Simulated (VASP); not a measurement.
TaGe3W2: relaxation of cell and atoms with PBE

Crystal: TaGe3W2.

```
CELL_PARAMETERS angstrom
5.40259 0.00000 0.00000
-2.70129 4.67878 0.00000
0.00000 0.00000 4.16625
ATOMIC_POSITIONS crystal
Ta 0.00000 0.00000 0.50000
Ge 0.50000 0.00000 0.50000
Ge 0.00000 0.50000 0.50000
Ge 0.50000 0.50000 0.50000
W 0.33333 0.66667 0.00000
W 0.66667 0.33333 0.00000
```

The cell was generated, and may not be a known phase.

* Program: VASP 6.6.1
* Task: relaxation of cell and atoms
* Functional: PBE
* Potentials or basis: VASP PAW PBE potentials, release 64 (Ta_pv, Ge_d, W_sv)
* Cutoff: 600 eV
* k mesh: 6 × 6 × 4
* Occupations: gaussian, width 0.1 eV
* Spin: no spin polarisation
* Dipole correction: no
* Further INCAR settings: ALGO = Normal; EDIFF = 1e-07; IBRION = 2; EDIFFG = -0.04; NSW = 90; ISIF = 3

| Property | Result |
| --- | --- |
| Relaxed volume | 17.62 Å³/atom |
| Relaxed cell | a = 5.408 Å, b = 5.408 Å, c = 4.174 Å, α = 90.00°, β = 90.00°, γ = 120.00° |
| Space group after relaxing (to 0.1 Å) | P6/mmm (No. 191) |
| Energy gained by relaxing | 0.1 meV/atom |
| Ionic steps | 3 |
| Pressure after relaxing | 0.0 GPa |
| Band gap on the k mesh | zero (an odd number of electrons rules out a gap without spin polarisation) |

Stress tensor (GPa, compression positive):
```
-0.09  0.00  0.00
 0.00 -0.09  0.00
 0.00  0.00  0.09
```

Step by step:
| step | energy change (eV) | largest force (eV/Å) | pressure (GPa) | volume (Å³) |
| --- | --- | --- | --- | --- |
| 1 | 0.0000 | 0.0000 | 0.60 | 105.31 |
| 2 | 0.0013 | 0.0000 | -1.00 | 106.32 |
| 3 | -0.0008 | 0.0000 | -0.03 | 105.70 |

Final structure:
```cif
data_structure
_symmetry_space_group_name_H-M 'P 1'
_symmetry_Int_Tables_number 1
_cell_length_a 5.4075
_cell_length_b 5.4075
_cell_length_c 4.1738
_cell_angle_alpha 90.000
_cell_angle_beta 90.000
_cell_angle_gamma 120.000
_cell_volume 105.70
loop_
_atom_site_label
_atom_site_type_symbol
_atom_site_fract_x
_atom_site_fract_y
_atom_site_fract_z
_atom_site_occupancy
Ta1 Ta 0.00000 0.00000 0.50000 1
Ge1 Ge 0.50000 0.00000 0.50000 1
Ge2 Ge 0.00000 0.50000 0.50000 1
Ge3 Ge 0.50000 0.50000 0.50000 1
W1 W 0.33333 0.66667 0.00000 1
W2 W 0.66667 0.33333 0.00000 1
```

Levels at points of the mesh, in eV from the Fermi level:
| k point | band 36 | band 37 | band 38 | band 39 | band 40 | band 41 | band 42 | band 43 | band 44 | band 45 |
| --- | --- | --- | --- | --- | --- | --- | --- | --- | --- | --- |
| (0.00, 0.00, 0.00) | -2.90 | -1.33 | -1.33 | -1.01 | -1.01 | -0.28 | 0.25 | 0.56 | 0.56 | 1.33 |
| (0.50, 0.00, 0.00) | -3.21 | -3.00 | -1.88 | -0.08 | -0.07 | 0.19 | 0.51 | 0.78 | 1.31 | 1.76 |
| (0.00, 0.00, 0.50) | -2.59 | -2.59 | -1.89 | -1.06 | 0.43 | 0.43 | 0.99 | 1.35 | 1.53 | 1.53 |
| (0.50, 0.00, 0.50) | -2.51 | -2.20 | -1.63 | -1.34 | -0.90 | 0.09 | 0.16 | 0.43 | 0.65 | 0.66 |

It took 4.5 min on 1 thread of AMD EPYC 9R45 96-Core Processor (Zen 5), on a shared host, peak memory 0.32 GiB.

Caveat: the k points lie up to 0.38 Å⁻¹ apart in the final cell, too coarse for converged energies and pressures of a metal; spin-orbit coupling is left out, which moves the levels of the heavy elements; an odd number of electrons without spin polarisation forces a metal; a magnetic or distorted state may lie lower.
